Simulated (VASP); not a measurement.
# Ca (P6_3/mmc) in VASP: notebook, part 2 of 2

VASP 6.6.1. Earlier steps stand in the parts before.

### 5 Single point, PBE (biaxial strain in the a-b plane: -4.0 %)

Contents of INCAR:

```
PREC = Accurate ; ENCUT = 520
EDIFF = 1E-6 ; ISMEAR = 0
SIGMA = 0.1 ; LREAL = F
LASPH = T ; NELM = 100
ALGO = Fast ; ISIF = 2
LWAVE = F ; LCHARG = F
GGA = PE ; NBANDS = 28
```

Contents of KPOINTS:

```
regular mesh
0
Gamma
  15 15 4
```

Contents of POSCAR:

```
Ca
1.0
    3.7461182815      0.0000000000      0.0000000000
   -1.8730591407      3.2442335973      0.0000000000
    0.0000000000      0.0000000000     13.1159628351
Ca
4
Direct
    0.0000000000      0.0000000000      0.0000000000
    0.3333333333      0.6666666667      0.2500000000
    0.0000000000      0.0000000000      0.5000000000
    0.6666666667      0.3333333333      0.7500000000
```

Potentials or basis: VASP PAW PBE potentials, release 64 (Ca_sv).

Launch:

```sh
cat potpaw_PBE.64/Ca_sv/POTCAR > POTCAR
mpirun -np 1 vasp_std > vasp.out
```

OUTCAR:

```text
PREC = Accurate
   ENCUT = 520
   EDIFF = 1E-6
   ISMEAR = 0
   LREAL = F
   LASPH = T
   NELM = 100
   ISIF = 2
   GGA = PE

 ion  position               nearest neighbor table
   1  0.000  0.000  0.000-
   2  0.333  0.667  0.250-
   3  0.000  0.000  0.500-
   4  0.667  0.333  0.750-

  LATTYP: Found a hexagonal cell.
 ALAT       =     3.7461182815
 C/A-ratio  =     3.5012142836

  Lattice vectors:

 A1 = (   3.7461182815,   0.0000000000,   0.0000000000)
 A2 = (  -1.8730591407,   3.2442335973,   0.0000000000)
 A3 = (   0.0000000000,   0.0000000000,  13.1159628351)

Analysis of symmetry for initial positions (statically):
=====================================================================
 Subroutine PRICEL returns:
 Original cell was already a primitive cell.

 Routine SETGRP: Setting up the symmetry group for a
 hexagonal supercell.

 Subroutine GETGRP returns: Found 24 space group operations
 (whereof 12 operations were pure point group operations)
 out of a pool of 24 trial point group operations.

The static configuration has the point symmetry D_3d.
 The point group associated with its full space group is D_6h.

Analysis of symmetry for dynamics (positions and initial velocities):
=====================================================================
 Subroutine PRICEL returns:
 Original cell was already a primitive cell.

 Routine SETGRP: Setting up the symmetry group for a
 hexagonal supercell.

 Subroutine GETGRP returns: Found 24 space group operations
 (whereof 12 operations were pure point group operations)
 out of a pool of 24 trial point group operations.

The dynamic configuration has the point symmetry D_3d.
[... 118 lines left out ...]
   EFERMI =   0.00;   METHOD = LEGACY
   ISMEAR =     0;   SIGMA  =   0.10  broadening in eV -4-tet -1-fermi 0-gaus
   EFERMI_NEDOS =   21; number of points for ismear=-14 and -15
   IALGO  =     68    algorithm
   IMIX   =      4    mixing-type and parameters
     AMIX     =   0.40;   BMIX     =  1.00
     AMIX_MAG =   1.60;   BMIX_MAG =  1.00
  volume/ion in A,a.u.               =      39.85       268.92
  Fermi-wavevector in a.u.,A,eV,Ry     =   1.032596  1.951323 14.507260  1.066253
  Thomas-Fermi vector in A             =   2.166801
   LORBIT       =      0    0 simple, 1 ext, 2 COOP (PROOUT), +10 PAW based schemes
   GGA     = PE    functional components
   LHFCALC =     F    Hartree Fock is set to
   AEXX    =    0.0000 exact exchange contribution
   IVDW    =     0    specifies the selected vdW correction
   LEPSILON=     F    determine dielectric tensor
   LRPA    =     F    only Hartree local field effects (RPA)
 non-spin polarized calculation
 RMM-DIIS sequential band-by-band and
 Gauss-broadening in eV      SIGMA  =   0.10
  energy-cutoff  :      520.00
  volume of cell :      159.40
 maximum number of plane-waves:      4323
 NGX is ok and might be reduce to    28
   NGX = 13   NGY = 13   NGZ = 49

 number of electron      40.0000000 magnetization

 Free energy of the ion-electron system (eV)
  ---------------------------------------------------
  ext. energy  EPLUGINS =         0.00000000
  ---------------------------------------------------
  free energy    TOTEN  =        -7.63595509 eV

  energy without entropy =       -7.61160658  energy(sigma->0) =       -7.62378083

 E-fermi :   2.2275     XC(G=0):  -7.9128

 val. band max:        2.2255422941   @ k =   0.1333   0.0667   0.2500
 cond. band min:       2.2416167039   @ k =   0.2667   0.0667   0.0000
 fundamental gap:      0.0160744097
 Fermi energy:         2.2274703029

 k-point     1 :       0.0000    0.0000    0.0000
  band No.  band energies     occupation
      1     -39.6911      2.00000
      2     -39.6869      2.00000
      3     -39.6813      2.00000
      4     -39.6771      2.00000
      5     -20.7351      2.00000
      6     -20.6686      2.00000
[... 733 lines left out ...]
     27       3.3994      0.00000
     28       4.1168      0.00000

 [... further k-points ...]

------------------------ aborting loop because EDIFF is reached ----------------------------------------

  FORCE on cell =-STRESS in cart. coord.  units (eV):
  Direction    XX          YY          ZZ          XY          YZ          ZX
  --------------------------------------------------------------------------------------
  -------------------------------------------------------------------------------------
  Total        1.9112966      1.9112966     -0.4373062      0.0000000     -0.0000000      0.0000000
  in kB       19.2107747     19.2107747     -4.3954407      0.0000000     -0.0000000      0.0000000
  external PRESSURE =      11.3420362 kB  Pullay stress =       0.0000000 kB

 VOLUME and BASIS-vectors are now :
 -----------------------------------------------------------------------------
  energy-cutoff  :      520.00
  volume of cell :      159.40
      direct lattice vectors                 reciprocal lattice vectors
     3.746118281  0.000000000  0.000000000     0.266942986  0.154119605  0.000000000
    -1.873059141  3.244233597  0.000000000     0.000000000  0.308239210  0.000000000
     0.000000000  0.000000000 13.115962835     0.000000000  0.000000000  0.076242973

 POSITION                                       TOTAL-FORCE (eV/Angst)
 -----------------------------------------------------------------------------------
      0.00000      0.00000      0.00000        -0.000000      0.000000     -0.000000
     -0.00000      2.16282      3.27899         0.000000     -0.000000      0.000000
      0.00000      0.00000      6.55798        -0.000000      0.000000     -0.000000
      1.87306      1.08141      9.83697        -0.000000      0.000000      0.000000
 -----------------------------------------------------------------------------------
    total drift:                                0.000000     -0.000000      0.000000

  FREE ENERGIE OF THE ION-ELECTRON SYSTEM (eV)
  ---------------------------------------------------
  free  energy   TOTEN  =        -7.6359550918 eV

  energy  without entropy=       -7.6116065753  energy(sigma->0) =       -7.62378083
```

OSZICAR:

```text
N       E                     dE             d eps       ncg     rms          rms(c)
DAV:   1     0.390771869689E+03    0.39077E+03   -0.19511E+04  4536   0.131E+03
DAV:   2     0.157233856998E+02   -0.37505E+03   -0.37106E+03  4696   0.395E+02
DAV:   3    -0.533802495089E+01   -0.21061E+02   -0.20692E+02  7392   0.699E+01
DAV:   4    -0.758375674386E+01   -0.22457E+01   -0.22346E+01  7096   0.188E+01
DAV:   5    -0.769203576648E+01   -0.10828E+00   -0.10813E+00  6624   0.373E+00    0.440E+00
RMM:   6    -0.764846319436E+01    0.43573E-01   -0.66896E-02  5484   0.198E+00    0.271E+00
RMM:   7    -0.763400858431E+01    0.14455E-01   -0.98350E-02  5787   0.289E+00    0.211E-01
RMM:   8    -0.763435401729E+01   -0.34543E-03   -0.37496E-02  6161   0.146E+00    0.119E-01
RMM:   9    -0.763554365989E+01   -0.11896E-02   -0.12660E-02  6805   0.690E-01    0.115E-01
RMM:  10    -0.763582207807E+01   -0.27842E-03   -0.27889E-03  6992   0.243E-01    0.432E-02
RMM:  11    -0.763593015038E+01   -0.10807E-03   -0.14031E-03  6352   0.229E-01    0.552E-02
RMM:  12    -0.763592642376E+01    0.37266E-05   -0.51753E-04  6553   0.936E-02    0.219E-02
RMM:  13    -0.763593882277E+01   -0.12399E-04   -0.21555E-04  8180   0.542E-02    0.854E-03
RMM:  14    -0.763594716243E+01   -0.83397E-05   -0.82291E-05  7486   0.244E-02    0.867E-03
RMM:  15    -0.763595212022E+01   -0.49578E-05   -0.28756E-05  7000   0.191E-02    0.154E-03
RMM:  16    -0.763595416541E+01   -0.20452E-05   -0.16140E-05  5749   0.117E-02    0.203E-03
RMM:  17    -0.763595509175E+01   -0.92634E-06   -0.65109E-06  5006   0.860E-03
   1 F= -.76359551E+01 E0= -.76237808E+01  d E =-.243485E-01
```

stdout:

```text
POSCAR found type information on POSCAR Ca
 POSCAR found :  1 types and       4 ions
 scaLAPACK will be used
 LDA part: xc-table for (Slater+PW92), standard interpolation
 POSCAR, INCAR and KPOINTS ok, starting setup
 FFT: planning ... GRIDC
 FFT: planning ... GRID_SOFT
 FFT: planning ... GRID
 WAVECAR not read
 entering main loop
WARNING in EDDRMM: call to ZHEGV failed, returncode =   6  3     19
WARNING in EDDRMM: call to ZHEGV failed, returncode =   8  4     26
WARNING in EDDRMM: call to ZHEGV failed, returncode =   8  4     12
WARNING in EDDRMM: call to ZHEGV failed, returncode =   6  3     12
WARNING in EDDRMM: call to ZHEGV failed, returncode =   8  4     13
WARNING in EDDRMM: call to ZHEGV failed, returncode =   6  3     16
```

Wall time 3.7 min (1 thread of Intel Xeon 6975P-C (Granite Rapids), shared host); peak memory 0.43 GiB.

Results:

* Free energy: -7.6360 eV
* Pressure: 1.1 GPa
* Band gap on the k mesh: zero (bands 20 and 21 overlap by 0.68 eV)

Stress tensor (GPa, compression positive):
```
 1.92  0.00  0.00
 0.00  1.92  0.00
 0.00  0.00 -0.44
```

Levels at points of the mesh, in eV from the Fermi level:
```
           k point  band 16  band 17  band 18  band 19  band 20  band 21  band 22  band 23  band 24  band 25
(0.00, 0.00, 0.00)   -22.82    -4.16    -3.20    -3.20    -1.29    -0.43     1.18     1.19     2.06     2.38
(0.00, 0.00, 0.50)   -22.83    -3.91    -3.91    -2.15    -2.15     0.33     0.33     1.81     1.81     2.41
```

Caveat: the cell differs from its parent crystal (biaxial strain in the a-b plane: -4.0 %).

### 6 Summary

```tsv
cell	gap on the mesh (eV)	pressure (GPa)
a = 3.668, b = 3.668, c = 13.043 Å, angles 90.0, 90.0, 120.0°, 4 atoms	none	2.2
a = 3.668, b = 3.668, c = 13.270 Å, angles 90.0, 90.0, 120.0°, 4 atoms	none	1.9
a = 3.746, b = 3.746, c = 12.983 Å, angles 90.0, 90.0, 120.0°, 4 atoms	none	1.3
a = 3.746, b = 3.746, c = 13.116 Å, angles 90.0, 90.0, 120.0°, 4 atoms	none	1.1
```

Alike in all rows: task single point; level PBE; potentials or basis VASP PAW PBE potentials, release 64 (Ca_sv); no spin polarisation; k mesh 15 × 15 × 4; cutoff (eV) 520; smearing gaussian 0.1 eV.

Absolute energies hang on the potentials; compare differences alone.

The gap in the log of VASP goes by the Fermi energy; the results here count the filled bands.